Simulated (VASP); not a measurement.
**CO: relaxation of cell and atoms with PBE**

Crystal: CO.

```xyz
2
Lattice="2.9037 0.0000 0.0000 0.0000 2.9037 0.0000 0.0000 0.0000 2.9037" Properties=species:S:1:pos:R:3 pbc="T T T"
C     0.0000    0.0000    0.0000
O     1.4519    1.4519    1.4519
```

```yaml
Program: VASP 6.6.1
Task: relaxation of cell and atoms
Functional: PBE
Potentials_or_basis: VASP PAW PBE potentials, release 64 (C, O)
Cutoff: 600 eV
k_mesh: 6 × 6 × 6
Occupations: gaussian, width 0.1 eV
Spin: collinear spin, ferrimagnetic start
Starting_moments: "[-0.35, 0.48] μB"
Dipole_correction: no
Further_INCAR_settings: ALGO = Normal; EDIFF = 1e-07; IBRION = 2; EDIFFG = -0.04; NSW = 90; ISIF = 3
```

```
Relaxed volume                                        : 7.78 Å³/atom
Relaxed cell                                          : a = 2.496 Å, b = 2.496 Å, c = 2.496 Å, α = 90.00°, β = 90.00°, γ = 90.00°
Space group after relaxing (to 0.1 Å)                 : Pm-3m (No. 221)
Energy gained by relaxing                             : 574.2 meV/atom
Ionic steps                                           : 4
Pressure after relaxing                               : 0.3 GPa
Band gap on the k mesh                                : zero (filled and empty bands overlap)
Net moment                                            : 0.00 μB per cell
Valence electrons inside the program's atomic spheres : C 1.92; O 4.76
```

The path:
| step | energy change (eV) | largest force (eV/Å) | pressure (GPa) | volume (Å³) |
| --- | --- | --- | --- | --- |
| 1 | 0.0000 | 0.0000 | -27.56 | 24.48 |
| 2 | -1.0248 | 0.0000 | -16.35 | 17.75 |
| 3 | -1.1475 | 0.0000 | -1.73 | 15.75 |
| 4 | -1.1484 | 0.0000 | 0.26 | 15.55 |

Final structure:
```xyz
2
Lattice="2.4961 0.0000 0.0000 0.0000 2.4961 0.0000 0.0000 0.0000 2.4961" Properties=species:S:1:pos:R:3 pbc="T T T"
C     0.0000    0.0000    0.0000
O     1.2481    1.2481    1.2481
```

Levels at points of the mesh, in eV from the Fermi level:
Spin up:
```
           k point  band 1  band 2  band 3  band 4  band 5  band 6  band 7  band 8  band 9
(0.00, 0.00, 0.00)  -20.56   -7.30   -2.56   -2.56   -2.56    5.11    5.11    5.11   14.26
(0.50, 0.00, 0.00)  -18.43  -12.03   -0.83   -0.83   -0.53    0.67    3.11    3.11   19.48
(0.50, 0.50, 0.00)  -17.02   -7.79   -7.24   -7.24   -0.33    3.89    3.89    3.98   17.43
(0.50, 0.50, 0.50)  -16.08   -5.26   -3.80   -3.80   -3.80   -1.60   -1.60   -1.60   22.83
```
Spin down:
| k point | band 3 | band 4 | band 5 | band 6 | band 7 | band 8 |
| --- | --- | --- | --- | --- | --- | --- |
| (0.00, 0.00, 0.00) | -2.56 | -2.56 | -2.56 | 5.11 | 5.11 | 5.11 |
| (0.50, 0.00, 0.00) | -0.83 | -0.83 | -0.53 | 0.67 | 3.11 | 3.11 |
| (0.50, 0.50, 0.00) | -7.24 | -7.24 | -0.33 | 3.89 | 3.89 | 3.98 |
| (0.50, 0.50, 0.50) | -3.80 | -3.80 | -3.80 | -1.60 | -1.60 | -1.60 |

It took 19 s on 1 thread of Intel(R) Xeon(R) 6975P-C (Granite Rapids), with other jobs on the host, peak memory 0.14 GiB.

Caveat: the k points lie up to 0.42 Å⁻¹ apart in the final cell, too coarse for converged energies and pressures of a metal; the volume moved by over 15 % at a fixed basis, so the end points are rough.
